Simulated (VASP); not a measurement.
# HgTe (F-43m) in VASP: further runs

Runs on HgTe. Level: PBEsol. Tasks: single point.

All numbers are computed with VASP 6.6.1; they aren't measurements. Logs are shortened: lines on timing, memory, paths and dates and some standing lists are left out, and cuts for length are marked.

### 1 The cell of the first run

It takes space group F-43m (No. 216, cubic). Conventional cell: a = 6.509 Å, b = 6.509 Å, c = 6.509 Å, α = 90.00°, β = 90.00°, γ = 90.00°. Hg (site symmetry -43m) has 4 Te at 2.82 Å within 3.7 Å. Within 3.7 Å of Te (site symmetry -43m) lie 4 Hg at 2.82 Å.

### 2 Single point, PBEsol

Contents of INCAR:

```
PREC = Accurate
ENCUT = 520
EDIFF = 1E-6
ISMEAR = 0
SIGMA = 0.1
LREAL = False
LASPH = True
NELM = 100
ALGO = Normal
ISIF = 2
LWAVE = False
LCHARG = False
GGA = PS
NBANDS = 16
```

Contents of KPOINTS:

```
Automatic mesh
0
Gamma
  12 12 12
```

Contents of POSCAR:

```
HgTe
1.0
    0.0000000000      3.2547153895      3.2547153895
    3.2547153895      0.0000000000      3.2547153895
    3.2547153895      3.2547153895      0.0000000000
Hg Te
1 1
Direct
    0.0000000000      0.0000000000      0.0000000000
    0.2500000000      0.2500000000      0.2500000000
```

Potentials or basis: VASP PAW PBE potentials, release 64 (Hg, Te).

Command:

```sh
$ cat potpaw_PBE.64/Hg/POTCAR potpaw_PBE.64/Te/POTCAR > POTCAR
$ mpirun -np 1 vasp_std > vasp.out
```

OUTCAR:

```text
PREC = Accurate
   ENCUT = 520
   EDIFF = 1E-6
   ISMEAR = 0
   LREAL = False
   LASPH = True
   NELM = 100
   ISIF = 2
   GGA = PS

 ion  position               nearest neighbor table
   1  0.000  0.000  0.000-   2 2.82   2 2.82   2 2.82   2 2.82
   2  0.250  0.250  0.250-   1 2.82   1 2.82   1 2.82   1 2.82

  LATTYP: Found a face centered cubic cell.
 ALAT       =     6.5094307790

  Lattice vectors:

 A1 = (   0.0000000000,   3.2547153895,   3.2547153895)
 A2 = (   3.2547153895,   0.0000000000,   3.2547153895)
 A3 = (   3.2547153895,   3.2547153895,   0.0000000000)

Analysis of symmetry for initial positions (statically):
=====================================================================
 Subroutine PRICEL returns:
 Original cell was already a primitive cell.

 Routine SETGRP: Setting up the symmetry group for a
 face centered cubic supercell.

 Subroutine GETGRP returns: Found 24 space group operations
 (whereof 24 operations were pure point group operations)
 out of a pool of 48 trial point group operations.

The static configuration has the point symmetry T_d .

Analysis of symmetry for dynamics (positions and initial velocities):
=====================================================================
 Subroutine PRICEL returns:
 Original cell was already a primitive cell.

 Routine SETGRP: Setting up the symmetry group for a
 face centered cubic supercell.

 Subroutine GETGRP returns: Found 24 space group operations
 (whereof 24 operations were pure point group operations)
 out of a pool of 48 trial point group operations.

The dynamic configuration has the point symmetry T_d .

 Subroutine INISYM returns: Found 24 space group operations
 (whereof 24 operations are pure point group operations),
 and found     1 'primitive' translations

----------------------------------------------------------------------------------------

                                     Primitive cell

  volume of cell :      68.9555

  direct lattice vectors                    reciprocal lattice vectors
     0.000000000  3.254715389  3.254715389    -0.153623264  0.153623264  0.153623264
     3.254715389  0.000000000  3.254715389     0.153623264 -0.153623264  0.153623264
     3.254715389  3.254715389  0.000000000     0.153623264  0.153623264 -0.153623264

  length of vectors
     4.602862645  4.602862645  4.602862645     0.266083298  0.266083298  0.266083298

  position of ions in fractional coordinates (direct lattice)
     0.000000000  0.000000000  0.000000000
     0.250000000  0.250000000  0.250000000
[... 72 lines left out ...]
   LNONCOLLINEAR =      F non collinear calculations
   LSORBIT =      F    spin-orbit coupling
   LASPH  =      T    aspherical Exc in radial PAW
   ENCUT  =  520.0 eV  38.22 Ry    6.18 a.u.   8.56  8.56  8.56*2*pi/ulx,y,z
   NELM   =    100;   NELMIN=  2; NELMDL= -5     # of ELM steps
   EDIFF  = 0.1E-05   stopping-criterion for ELM
   LREAL  =      F    real-space projection
   EDIFFG = 0.1E-04   stopping-criterion for IOM
   NSW    =      0    number of steps for IOM
   IBRION =     -1    ionic relax: 0-MD 1-quasi-New 2-CG
   NFREE  =      0    steps in history (QN), initial steepest desc. (CG)
   ISIF   =      2    stress and relaxation
   ISYM   =      2    0-nonsym 1-usesym 2-fastsym
   POTIM  = 0.5000    time-step for ionic-motion
   TEBEG  =    0.0;   TEEND  =   0.0 temperature during run
   PSTRESS=    0.0 pullay stress
   NELECT =      18.0000    total number of electrons
   NUPDOWN=      -1.0000    fix difference up-down
   EMIN   =  10.00;   EMAX   =-10.00  energy-range for DOS
   EFERMI =   0.00;   METHOD = LEGACY
   ISMEAR =     0;   SIGMA  =   0.10  broadening in eV -4-tet -1-fermi 0-gaus
   EFERMI_NEDOS =   21; number of points for ismear=-14 and -15
   IALGO  =     38    algorithm
   IMIX   =      4    mixing-type and parameters
     AMIX     =   0.40;   BMIX     =  1.00
     AMIX_MAG =   1.60;   BMIX_MAG =  1.00
  volume/ion in A,a.u.               =      34.48       232.67
  Fermi-wavevector in a.u.,A,eV,Ry     =   1.046267  1.977158 14.893961  1.094675
  Thomas-Fermi vector in A             =   2.181098
   LORBIT       =      0    0 simple, 1 ext, 2 COOP (PROOUT), +10 PAW based schemes
   GGA     = PS    functional components
   LHFCALC =     F    Hartree Fock is set to
   AEXX    =    0.0000 exact exchange contribution
   IVDW    =     0    specifies the selected vdW correction
   LEPSILON=     F    determine dielectric tensor
   LRPA    =     F    only Hartree local field effects (RPA)
 non-spin polarized calculation
 Gauss-broadening in eV      SIGMA  =   0.10
  energy-cutoff  :      520.00
  volume of cell :       68.96
 maximum number of plane-waves:      1880
 NGX is ok and might be reduce to    36
   NGX = 17   NGY = 17   NGZ = 17

 number of electron      18.0000002 magnetization

 Free energy of the ion-electron system (eV)
  ---------------------------------------------------
  ext. energy  EPLUGINS =         0.00000000
  ---------------------------------------------------
  free energy    TOTEN  =        -4.37731950 eV

  energy without entropy =       -4.37716326  energy(sigma->0) =       -4.37724138

 E-fermi :   2.7956     XC(G=0):  -8.8418

 val. band max:        2.7317432391   @ k =   0.0000   0.0000   0.0000
 cond. band min:       3.1217506366   @ k =   0.0833   0.0000   0.0000
 fundamental gap:      0.3900073975
 Fermi energy:         2.7956300431

 k-point     1 :       0.0000    0.0000    0.0000
  band No.  band energies     occupation
      1      -9.1425      2.00000
      2      -4.4918      2.00000
      3      -4.4918      2.00000
      4      -4.4918      2.00000
      5      -3.9811      2.00000
      6      -3.9811      2.00000
[... 433 lines left out ...]
      3      -4.3285      2.00000
      4      -3.9977      2.00000
      5      -3.9707      2.00000
      6      -3.6756      2.00000
[... 8 lines left out ...]
     15      12.0034      0.00000
     16      12.1878      0.00000

 [... further k-points ...]
[... 5 lines left out ...]
  --------------------------------------------------------------------------------------
  -------------------------------------------------------------------------------------
  Total        0.0464548      0.0464548      0.0464548      0.0000000      0.0000000      0.0000000
  in kB        1.0793745      1.0793745      1.0793745      0.0000000      0.0000000      0.0000000
  external PRESSURE =       1.0793745 kB  Pullay stress =       0.0000000 kB

 VOLUME and BASIS-vectors are now :
 -----------------------------------------------------------------------------
  energy-cutoff  :      520.00
  volume of cell :       68.96
      direct lattice vectors                 reciprocal lattice vectors
     0.000000000  3.254715389  3.254715389    -0.153623264  0.153623264  0.153623264
     3.254715389  0.000000000  3.254715389     0.153623264 -0.153623264  0.153623264
     3.254715389  3.254715389  0.000000000     0.153623264  0.153623264 -0.153623264

 POSITION                                       TOTAL-FORCE (eV/Angst)
 -----------------------------------------------------------------------------------
      0.00000      0.00000      0.00000         0.000000      0.000000     -0.000000
      1.62736      1.62736      1.62736        -0.000000     -0.000000      0.000000
 -----------------------------------------------------------------------------------
    total drift:                               -0.000000     -0.000000     -0.000000

  FREE ENERGIE OF THE ION-ELECTRON SYSTEM (eV)
  ---------------------------------------------------
  free  energy   TOTEN  =        -4.3773195003 eV

  energy  without entropy=       -4.3771632613  energy(sigma->0) =       -4.37724138
```

OSZICAR:

```text
N       E                     dE             d eps       ncg     rms          rms(c)
DAV:   1     0.103540905229E+03    0.10354E+03   -0.79448E+03  2304   0.969E+02
DAV:   2    -0.970463793193E+00   -0.10451E+03   -0.97899E+02  2680   0.227E+02
DAV:   3    -0.457627223098E+01   -0.36058E+01   -0.35967E+01  2864   0.433E+01
DAV:   4    -0.460919280153E+01   -0.32921E-01   -0.32918E-01  3392   0.377E+00
DAV:   5    -0.460926661095E+01   -0.73809E-04   -0.73809E-04  3040   0.171E-01    0.732E+00
DAV:   6    -0.438954625510E+01    0.21972E+00   -0.43486E-01  2656   0.898E+00    0.589E+00
DAV:   7    -0.437947340497E+01    0.10073E-01   -0.95727E-02  2688   0.211E+00    0.222E+00
DAV:   8    -0.437754518592E+01    0.19282E-02   -0.97657E-03  2608   0.113E+00    0.551E-01
DAV:   9    -0.437730487991E+01    0.24031E-03   -0.68818E-04  2944   0.299E-01    0.107E-01
DAV:  10    -0.437731384831E+01   -0.89684E-05   -0.76793E-05  2872   0.798E-02    0.482E-02
DAV:  11    -0.437732042302E+01   -0.65747E-05   -0.17500E-05  2872   0.317E-02    0.237E-02
DAV:  12    -0.437731950026E+01    0.92275E-06   -0.27490E-06  2520   0.128E-02
   1 F= -.43773195E+01 E0= -.43772414E+01  d E =-.156239E-03
```

stdout:

```text
POSCAR found type information on POSCAR HgTe
 POSCAR found :  2 types and       2 ions
 scaLAPACK will be used
 -----------------------------------------------------------------------------
|                                                                             |
|                                                                             |
|     You enforced a specific xc type in the INCAR file but a different       |
|     I HOPE YOU KNOW WHAT YOU ARE DOING!                                     |
|                                                                             |
 -----------------------------------------------------------------------------

 LDA part: xc-table for (Slater+PW92), standard interpolation
 POSCAR, INCAR and KPOINTS ok, starting setup
 FFT: planning ... GRIDC
 FFT: planning ... GRID_SOFT
 FFT: planning ... GRID
 WAVECAR not read
 entering main loop
```

Wall time 56 s (1 thread of Intel Xeon Platinum 8259CL at 2.50GHz (Skylake/Cascade Lake), shared host); peak memory 0.25 GiB.

What came out:

| Property | Result |
| --- | --- |
| Free energy | -4.3773 eV |
| Pressure | 0.1 GPa |
| Band gap on the k mesh | zero (filled and empty bands touch) |

Caveat: the PAW data sets were made with another functional, which shifts forces and pressure a little; spin-orbit coupling is left out, which moves the levels of the heavy elements.

### 3 Single point, PBEsol (volume scaled by 0.94)

Contents of INCAR:

```
SYSTEM = HgTe
PREC = Accurate
ENCUT = 520
EDIFF = 1E-6
ISMEAR = 0
SIGMA = 0.1
LREAL = .False.
LASPH = .True.
NELM = 60
ALGO = Normal
ISIF = 2
LWAVE = .False.
LCHARG = .False.
GGA = PS
NBANDS = 16
```

Contents of KPOINTS:

```
Automatic mesh
0
Gamma
  12 12 12
  0 0 0
```

Contents of POSCAR:

```
HgTe
1.0
    0.0000000000      3.1882739846      3.1882739846
    3.1882739846      0.0000000000      3.1882739846
    3.1882739846      3.1882739846      0.0000000000
Hg Te
1 1
Direct
    0.0000000000      0.0000000000      0.0000000000
    0.2500000000      0.2500000000      0.2500000000
```

Potentials or basis: VASP PAW PBE potentials, release 64 (Hg, Te).

Command:

```sh
$ cat potpaw_PBE.64/Hg/POTCAR potpaw_PBE.64/Te/POTCAR > POTCAR
$ mpirun -np 1 vasp_std > vasp.out
```

OUTCAR:

```text
SYSTEM = HgTe
   PREC = Accurate
   ENCUT = 520
   EDIFF = 1E-6
   ISMEAR = 0
   LREAL = .False.
   LASPH = .True.
   NELM = 60
   ISIF = 2
   GGA = PS

 ion  position               nearest neighbor table
   1  0.000  0.000  0.000-   2 2.76   2 2.76   2 2.76   2 2.76
   2  0.250  0.250  0.250-   1 2.76   1 2.76   1 2.76   1 2.76

  LATTYP: Found a face centered cubic cell.
 ALAT       =     6.3765479692

  Lattice vectors:

 A1 = (   0.0000000000,   3.1882739846,   3.1882739846)
 A2 = (   3.1882739846,   0.0000000000,   3.1882739846)
 A3 = (   3.1882739846,   3.1882739846,   0.0000000000)

Analysis of symmetry for initial positions (statically):
=====================================================================
 Subroutine PRICEL returns:
 Original cell was already a primitive cell.

 Routine SETGRP: Setting up the symmetry group for a
 face centered cubic supercell.

 Subroutine GETGRP returns: Found 24 space group operations
 (whereof 24 operations were pure point group operations)
 out of a pool of 48 trial point group operations.

[... 157 lines left out ...]
  ext. energy  EPLUGINS =         0.00000000
  ---------------------------------------------------
  free energy    TOTEN  =        -4.33601628 eV

  energy without entropy =       -4.33586908  energy(sigma->0) =       -4.33594268

 E-fermi :   3.4544     XC(G=0):  -9.1258

 val. band max:        3.3975902425   @ k =   0.0000   0.0000   0.0000
 cond. band min:       3.8537317841   @ k =   0.0833   0.0000   0.0000
 fundamental gap:      0.4561415415
 Fermi energy:         3.4544051237

 k-point     1 :       0.0000    0.0000    0.0000
  band No.  band energies     occupation
      1      -8.9344      2.00000
      2      -4.2001      2.00000
      3      -4.2001      2.00000
      4      -4.2001      2.00000
      5      -3.6128      2.00000
      6      -3.6128      2.00000
[... 433 lines left out ...]
      3      -4.0129      2.00000
      4      -3.6361      2.00000
      5      -3.6014      2.00000
      6      -3.2785      2.00000
[... 8 lines left out ...]
     15      12.7240      0.00000
     16      12.9072      0.00000

 [... further k-points ...]
[... 5 lines left out ...]
  --------------------------------------------------------------------------------------
  -------------------------------------------------------------------------------------
  Total        1.2947037      1.2947037      1.2947037      0.0000000      0.0000000      0.0000000
  in kB       32.0025109     32.0025109     32.0025109      0.0000000      0.0000000      0.0000000
  external PRESSURE =      32.0025109 kB  Pullay stress =       0.0000000 kB

 VOLUME and BASIS-vectors are now :
 -----------------------------------------------------------------------------
  energy-cutoff  :      520.00
  volume of cell :       64.82
      direct lattice vectors                 reciprocal lattice vectors
     0.000000000  3.188273985  3.188273985    -0.156824665  0.156824665  0.156824665
     3.188273985  0.000000000  3.188273985     0.156824665 -0.156824665  0.156824665
     3.188273985  3.188273985  0.000000000     0.156824665  0.156824665 -0.156824665

 POSITION                                       TOTAL-FORCE (eV/Angst)
 -----------------------------------------------------------------------------------
      0.00000      0.00000      0.00000        -0.000000     -0.000000     -0.000000
      1.59414      1.59414      1.59414         0.000000      0.000000      0.000000
 -----------------------------------------------------------------------------------
    total drift:                                0.000000      0.000000      0.000000

  FREE ENERGIE OF THE ION-ELECTRON SYSTEM (eV)
  ---------------------------------------------------
  free  energy   TOTEN  =        -4.3360162789 eV

  energy  without entropy=       -4.3358690759  energy(sigma->0) =       -4.33594268
```

Run time: 36 s. Hardware: 1 thread of Intel Xeon 6975P-C (Granite Rapids), shared host; peak memory 0.25 GiB.

What came out:

- Free energy: -4.3360 eV
- Pressure: 3.2 GPa
- Band gap on the k mesh: zero (filled and empty bands touch)

Caveat: the PAW data sets were made with another functional, which shifts forces and pressure a little; spin-orbit coupling is left out, which moves the levels of the heavy elements.
